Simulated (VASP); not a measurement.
# SnO2 (Fm-3m) in VASP: notebook

Aim: see how the results for SnO2 move with the level of theory and the settings. Levels: PBEsol, PBE, LDA. Tasks: single point, relaxation of cell and atoms.

Everything below comes from runs of VASP 6.6.1. Logs are shortened: lines on timing, memory, paths and dates and some standing lists are left out, and cuts for length are marked.

## (1) The cell of the first run

Symmetry: Fm-3m, No. 225, cubic system. Conventional cell: a = 5.148 Å, b = 5.148 Å, c = 5.148 Å, α = 90.00°, β = 90.00°, γ = 90.00°. Within 2.9 Å of Sn (site symmetry m-3m) lie 8 O at 2.23 Å. O (site symmetry -43m) has 4 Sn at 2.23 Å and 6 O at 2.57 Å within 2.9 Å.

## (2) Single point, PBEsol

Contents of INCAR:

```
SYSTEM = SnO2
ALGO = Normal
EDIFF = 1E-7
ENCUT = 520
GGA = PS
ISIF = 2
ISMEAR = -1
LASPH = .TRUE.
LCHARG = .FALSE.
LREAL = .FALSE.
LWAVE = .FALSE.
NBANDS = 20
NELM = 80
PREC = Accurate
SIGMA = 0.05
```

Contents of KPOINTS:

```
k-points
0
G
  9 9 9
  0 0 0
```

Contents of POSCAR:

```
SnO2
1.0
    0.0000000000      2.5741500000      2.5741500000
    2.5741500000      0.0000000000      2.5741500000
    2.5741500000      2.5741500000      0.0000000000
Sn O
1 2
Direct
    0.0000000000      0.0000000000      0.0000000000
    0.7500000000      0.7500000000      0.7500000000
    0.2500000000      0.2500000000      0.2500000000
```

Potentials or basis: VASP PAW PBE potentials, release 64 (Sn_d, O).

Run with:

```sh
$ cat potpaw_PBE.64/Sn_d/POTCAR potpaw_PBE.64/O/POTCAR > POTCAR
$ mpirun -np 1 vasp_std > vasp.out
```

OUTCAR:

```text
SYSTEM = SnO2
   EDIFF = 1E-7
   ENCUT = 520
   GGA = PS
   ISIF = 2
   ISMEAR = -1
   LASPH = .TRUE.
   LREAL = .FALSE.
   NELM = 80
   PREC = Accurate

 ion  position               nearest neighbor table
   1  0.000  0.000  0.000-   2 2.23   3 2.23   2 2.23   2 2.23   2 2.23   3 2.23   3 2.23   3 2.23

   2  0.750  0.750  0.750-   1 2.23   1 2.23   1 2.23   1 2.23
   3  0.250  0.250  0.250-   1 2.23   1 2.23   1 2.23   1 2.23

  LATTYP: Found a face centered cubic cell.
 ALAT       =     5.1483000000

  Lattice vectors:

 A1 = (   0.0000000000,   2.5741500000,   2.5741500000)
 A2 = (   2.5741500000,   0.0000000000,   2.5741500000)
 A3 = (   2.5741500000,   2.5741500000,   0.0000000000)

Analysis of symmetry for initial positions (statically):
=====================================================================
 Subroutine PRICEL returns:
 Original cell was already a primitive cell.

 Routine SETGRP: Setting up the symmetry group for a
 face centered cubic supercell.

 Subroutine GETGRP returns: Found 48 space group operations
 (whereof 48 operations were pure point group operations)
 out of a pool of 48 trial point group operations.

The static configuration has the point symmetry O_h .

Analysis of symmetry for dynamics (positions and initial velocities):
=====================================================================
 Subroutine PRICEL returns:
 Original cell was already a primitive cell.

 Routine SETGRP: Setting up the symmetry group for a
 face centered cubic supercell.

 Subroutine GETGRP returns: Found 48 space group operations
 (whereof 48 operations were pure point group operations)
 out of a pool of 48 trial point group operations.

The dynamic configuration has the point symmetry O_h .

 Subroutine INISYM returns: Found 48 space group operations
 (whereof 48 operations are pure point group operations),
 and found     1 'primitive' translations

----------------------------------------------------------------------------------------

                                     Primitive cell

  volume of cell :      34.1139

  direct lattice vectors                    reciprocal lattice vectors
     0.000000000  2.574150000  2.574150000    -0.194238875  0.194238875  0.194238875
     2.574150000  0.000000000  2.574150000     0.194238875 -0.194238875  0.194238875
[... 83 lines left out ...]
   LSORBIT =      F    spin-orbit coupling
   LASPH  =      T    aspherical Exc in radial PAW
   ENCUT  =  520.0 eV  38.22 Ry    6.18 a.u.   6.77  6.77  6.77*2*pi/ulx,y,z
   NELM   =     80;   NELMIN=  2; NELMDL= -5     # of ELM steps
   EDIFF  = 0.1E-06   stopping-criterion for ELM
   LREAL  =      F    real-space projection
   EDIFFG = 0.1E-05   stopping-criterion for IOM
   NSW    =      0    number of steps for IOM
   IBRION =     -1    ionic relax: 0-MD 1-quasi-New 2-CG
   NFREE  =      0    steps in history (QN), initial steepest desc. (CG)
   ISIF   =      2    stress and relaxation
   ISYM   =      2    0-nonsym 1-usesym 2-fastsym
   POTIM  = 0.5000    time-step for ionic-motion
   TEBEG  =    0.0;   TEEND  =   0.0 temperature during run
   PSTRESS=    0.0 pullay stress
   NELECT =      26.0000    total number of electrons
   NUPDOWN=      -1.0000    fix difference up-down
   EMIN   =  10.00;   EMAX   =-10.00  energy-range for DOS
   EFERMI =   0.00;   METHOD = LEGACY
   ISMEAR =    -1;   SIGMA  =   0.05  broadening in eV -4-tet -1-fermi 0-gaus
   EFERMI_NEDOS =   21; number of points for ismear=-14 and -15
   IALGO  =     38    algorithm
   IMIX   =      4    mixing-type and parameters
     AMIX     =   0.40;   BMIX     =  1.00
     AMIX_MAG =   1.60;   BMIX_MAG =  1.00
  volume/ion in A,a.u.               =      11.37        76.74
  Fermi-wavevector in a.u.,A,eV,Ry     =   1.495393  2.825884 30.425363  2.236201
  Thomas-Fermi vector in A             =   2.607544
   LORBIT       =      0    0 simple, 1 ext, 2 COOP (PROOUT), +10 PAW based schemes
   GGA     = PS    functional components
   LHFCALC =     F    Hartree Fock is set to
   AEXX    =    0.0000 exact exchange contribution
   IVDW    =     0    specifies the selected vdW correction
   LEPSILON=     F    determine dielectric tensor
   LRPA    =     F    only Hartree local field effects (RPA)
 non-spin polarized calculation
  energy-cutoff  :      520.00
  volume of cell :       34.11
 maximum number of plane-waves:       941
   NGX = 13   NGY = 13   NGZ = 13

 number of electron      25.9999992 magnetization

 Free energy of the ion-electron system (eV)
  ---------------------------------------------------
  ext. energy  EPLUGINS =         0.00000000
  ---------------------------------------------------
  free energy    TOTEN  =       -19.15362357 eV

  energy without entropy =      -19.15284476  energy(sigma->0) =      -19.15323417

 E-fermi :   7.3425     XC(G=0): -11.9393

 val. band max:        7.1290992111   @ k =  -0.3333   0.4444   0.1111
 cond. band min:       8.2109245445   @ k =   0.1111   0.0000   0.0000
 fundamental gap:      1.0818253334
 Fermi energy:         7.3424663604

 k-point     1 :       0.0000    0.0000    0.0000
  band No.  band energies     occupation
      1     -13.2353      2.00000
      2     -13.2353      2.00000
      3     -13.2353      2.00000
      4     -13.1043      2.00000
      5     -13.1043      2.00000
      6     -12.0612      2.00000
[... 541 lines left out ...]
     19      24.0598      0.00000
     20      24.5500      0.00000

 [... further k-points ...]

------------------------ aborting loop because EDIFF is reached ----------------------------------------

  FORCE on cell =-STRESS in cart. coord.  units (eV):
  Direction    XX          YY          ZZ          XY          YZ          ZX
  --------------------------------------------------------------------------------------
  -------------------------------------------------------------------------------------
  Total       -1.3898277     -1.3898277     -1.3898277     -0.0000000      0.0000000      0.0000000
  in kB      -65.2739636    -65.2739636    -65.2739636     -0.0000000      0.0000000      0.0000000
  external PRESSURE =     -65.2739636 kB  Pullay stress =       0.0000000 kB

 VOLUME and BASIS-vectors are now :
 -----------------------------------------------------------------------------
  energy-cutoff  :      520.00
  volume of cell :       34.11
      direct lattice vectors                 reciprocal lattice vectors
     0.000000000  2.574150000  2.574150000    -0.194238875  0.194238875  0.194238875
     2.574150000  0.000000000  2.574150000     0.194238875 -0.194238875  0.194238875
     2.574150000  2.574150000  0.000000000     0.194238875  0.194238875 -0.194238875

 POSITION                                       TOTAL-FORCE (eV/Angst)
 -----------------------------------------------------------------------------------
      0.00000      0.00000      0.00000        -0.000000      0.000000     -0.000000
      3.86123      3.86123      3.86123         0.000000      0.000000      0.000000
      1.28707      1.28707      1.28707        -0.000000     -0.000000     -0.000000
 -----------------------------------------------------------------------------------
    total drift:                               -0.000000     -0.000000      0.000000

  FREE ENERGIE OF THE ION-ELECTRON SYSTEM (eV)
  ---------------------------------------------------
  free  energy   TOTEN  =       -19.1536235662 eV

  energy  without entropy=      -19.1528447650  energy(sigma->0) =      -19.15323417
```

OSZICAR:

```text
N       E                     dE             d eps       ncg     rms          rms(c)
DAV:   1     0.243140362017E+03    0.24314E+03   -0.13405E+04  1488   0.202E+03
DAV:   2     0.483946446724E+01   -0.23830E+03   -0.22682E+03  1460   0.490E+02
DAV:   3    -0.211669389816E+02   -0.26006E+02   -0.25641E+02  1596   0.137E+02
DAV:   4    -0.218845087332E+02   -0.71757E+00   -0.71679E+00  1568   0.236E+01
DAV:   5    -0.218999240068E+02   -0.15415E-01   -0.15414E-01  1752   0.361E+00    0.991E+00
DAV:   6    -0.191844498387E+02    0.27155E+01   -0.96366E+00  2132   0.551E+01    0.376E+00
DAV:   7    -0.191796777603E+02    0.47721E-02   -0.56462E-01  1496   0.539E+00    0.188E+00
DAV:   8    -0.191560775380E+02    0.23600E-01   -0.76880E-02  1572   0.242E+00    0.358E-01
DAV:   9    -0.191532707994E+02    0.28067E-02   -0.11180E-02  2248   0.133E+00    0.764E-02
DAV:  10    -0.191536036275E+02   -0.33283E-03   -0.10946E-03  1532   0.394E-01    0.272E-02
DAV:  11    -0.191536234914E+02   -0.19864E-04   -0.48378E-05  1700   0.966E-02    0.164E-02
DAV:  12    -0.191536237625E+02   -0.27111E-06   -0.10526E-05  1568   0.278E-02    0.442E-03
DAV:  13    -0.191536235779E+02    0.18456E-06   -0.75330E-07  1564   0.761E-03    0.105E-03
DAV:  14    -0.191536235662E+02    0.11725E-07   -0.31796E-08  1296   0.233E-03
   1 F= -.19153624E+02 E0= -.19153234E+02  d E =-.778801E-03
```

stdout:

```text
POSCAR found type information on POSCAR SnO
 POSCAR found :  2 types and       3 ions
 scaLAPACK will be used
 -----------------------------------------------------------------------------
|                                                                             |
|                                                                             |
|     You enforced a specific xc type in the INCAR file but a different       |
|     I HOPE YOU KNOW WHAT YOU ARE DOING!                                     |
|                                                                             |
 -----------------------------------------------------------------------------

 LDA part: xc-table for (Slater+PW92), standard interpolation
 POSCAR, INCAR and KPOINTS ok, starting setup
 FFT: planning ... GRIDC
 FFT: planning ... GRID_SOFT
 FFT: planning ... GRID
 WAVECAR not read
 entering main loop
```

Wall time 43 s (1 thread of Intel Xeon 8259CL, shared host); peak memory 0.17 GiB.

What came out:

- Free energy: -19.1536 eV
- Pressure: -6.5 GPa
- Band gap on the k mesh: zero (bands 13 and 14 overlap by 0.18 eV)

Caveat: the cell stands under tension; semilocal functionals underestimate gaps, so a narrow gap can read as zero; the PAW data sets were made with another functional, which shifts forces and pressure a little; spin-orbit coupling is left out, which moves the levels of the heavy elements.

## (3) Relaxation of cell and atoms, PBE

Contents of INCAR:

```
SYSTEM = SnO2
  PREC = Accurate
  ENCUT = 600
  EDIFF = 1E-6
  ISMEAR = -1
  SIGMA = 0.05
  LREAL = .FALSE.
  LASPH = .TRUE.
  NELM = 100
  ALGO = Normal
  ISIF = 3
  LWAVE = .FALSE.
  LCHARG = .FALSE.
  GGA = PE
  IBRION = 2
  NSW = 60
  EDIFFG = -0.01
```

Contents of KPOINTS:

```
regular mesh
0
G
  9 9 9
  0 0 0
```

POSCAR is that of step 2.

Potentials or basis: VASP PAW PBE potentials, release 64 (Sn_d, O).

Run with:

```sh
$ cat potpaw_PBE.64/Sn_d/POTCAR potpaw_PBE.64/O/POTCAR > POTCAR
$ mpirun -np 1 vasp_std > vasp.out
```

Run time: 44 s. Hardware: 1 thread of Intel Xeon 8259CL, shared host; peak memory 0.18 GiB.

The run converged. Its results:

| Quantity | Value |
| --- | --- |
| Free energy | -17.9222 eV |
| Pressure after relaxing | -0.1 GPa |
| Band gap on the k mesh | zero (bands 13 and 14 overlap by 0.10 eV) |

Final structure:
```xyz
3
Lattice="0.0000 2.5741 2.5741 2.5741 0.0000 2.5741 2.5741 2.5741 0.0000" Properties=species:S:1:pos:R:3 pbc="T T T"
Sn    0.0000    0.0000    0.0000
O     3.8612    3.8612    3.8612
O     1.2871    1.2871    1.2871
```

Levels at points of the mesh, in eV from the Fermi level:
| k point | band 9 | band 10 | band 11 | band 12 | band 13 | band 14 | band 15 | band 16 | band 17 |
| --- | --- | --- | --- | --- | --- | --- | --- | --- | --- |
| (0.00, 0.00, 0.00) | -2.92 | -2.92 | -1.44 | -1.44 | -1.44 | -0.32 | 6.85 | 6.85 | 6.85 |

Caveat: the relaxation stopped at its first step, so nothing moved; semilocal functionals underestimate gaps, so a narrow gap can read as zero; spin-orbit coupling is left out, which moves the levels of the heavy elements.

(Part 1 of 2 ends here.)
